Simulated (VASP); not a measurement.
A run of VASP 6.6.1 is set up as follows.

Contents of INCAR:

```
SYSTEM = Sn4HO8
ALGO = Normal ; EDIFF = 1E-6
ENCUT = 520 ; GGA = PE
ISIF = 2 ; ISMEAR = 0
LASPH = .True. ; LCHARG = .True.
LELF = .True. ; LREAL = Auto
LVHAR = .True. ; LWAVE = .False.
NBANDS = 124 ; NELM = 60
PREC = Accurate ; SIGMA = 0.05
```

File KPOINTS:

```
k-points
0
Gamma
  2 2 1
  0 0 0
```

The input POSCAR:

```
Sn4HO8
1.0
    6.7005440000      0.0000000000      0.0000000000
    0.0000000000      6.3730000000      0.0000000000
    0.0000000000      0.0000000000     18.4039890000
Sn O H
8 16 2
Direct
    0.0000000000      0.0000000000      0.0543360464
    0.5000000000      0.2500000000      0.0543360464
    0.5000000000      0.0000000000      0.2553497505
    0.0000008954      0.2358134317      0.2380654542
    0.0000000000      0.5000000000      0.0543360464
    0.5000000000      0.7500000000      0.0543360464
    0.5000000000      0.5000000000      0.2472179808
   -0.0000008954      0.7641865683      0.2380654542
    0.0000000000      0.0000000000      0.1616012702
    0.1934999606      0.2500000000      0.0543360464
    0.5000000000      0.0000000000      0.1247857190
    0.8065000394      0.2500000000      0.0543360464
    0.5000000000      0.0000000000      0.3617008248
    0.6973454693      0.2514804645      0.2346658651
    1.0000000000      0.0000000000      0.3095013260
    0.3026539338      0.2514818767      0.2346665171
    0.0000000000      0.5000000000      0.1706067092
    0.1934999606      0.7500000000      0.0543360464
    0.5000000000      0.5000000000      0.1247857190
    0.8065000394      0.7500000000      0.0543360464
    0.5000000000      0.5000000000      0.3548005815
    0.6973460662      0.7485181233      0.2346665171
    1.0000000000      0.5000000000      0.3325255193
    0.3026545307      0.7485195355      0.2346658651
    0.8772919035      0.5000006276      0.3628123229
    1.1227080965      0.4999993724      0.3628123229
```

Potentials or basis: VASP PAW PBE potentials, release 64 (Sn_d, O, H).

Command:

```console
$ cat potpaw_PBE.64/Sn_d/POTCAR potpaw_PBE.64/O/POTCAR potpaw_PBE.64/H/POTCAR > POTCAR
$ mpirun -np 1 vasp_std > vasp.out
```

Task: Estimate the largest force.

Result: 2.440 eV/Å.

Task: What does it give for the band gap on the k mesh?

Result: Zero (bands 105 and 106 overlap by 0.32 eV).

Forces on the atoms (eV/Å):
```
Sn   0.000  0.000  1.142
Sn   0.000 -0.005  0.676
Sn   0.000  0.000 -0.106
Sn   0.000  0.045 -0.017
Sn   0.000  0.000  2.440
Sn   0.000  0.005  0.676
Sn   0.000  0.000 -0.080
Sn   0.000 -0.045 -0.017
O    0.000  0.000  0.004
O   -0.857  0.173 -1.216
O    0.000  0.000 -0.143
O    0.857  0.173 -1.216
O    0.000  0.000  0.130
O   -0.007  0.006 -0.013
O    0.000  0.000  0.130
O    0.007  0.006 -0.013
O    0.000  0.000  0.023
O   -0.857 -0.173 -1.216
O    0.000  0.000 -0.052
O    0.857 -0.173 -1.216
O    0.000  0.000  0.107
O   -0.007 -0.006 -0.013
O    0.000  0.000 -0.016
O    0.007 -0.006 -0.013
H   -0.070  0.000  0.010
H    0.070  0.000  0.010
```

Caveat: the k points lie up to 0.49 Å⁻¹ apart; spin-orbit coupling is left out, which moves the levels of the heavy elements.
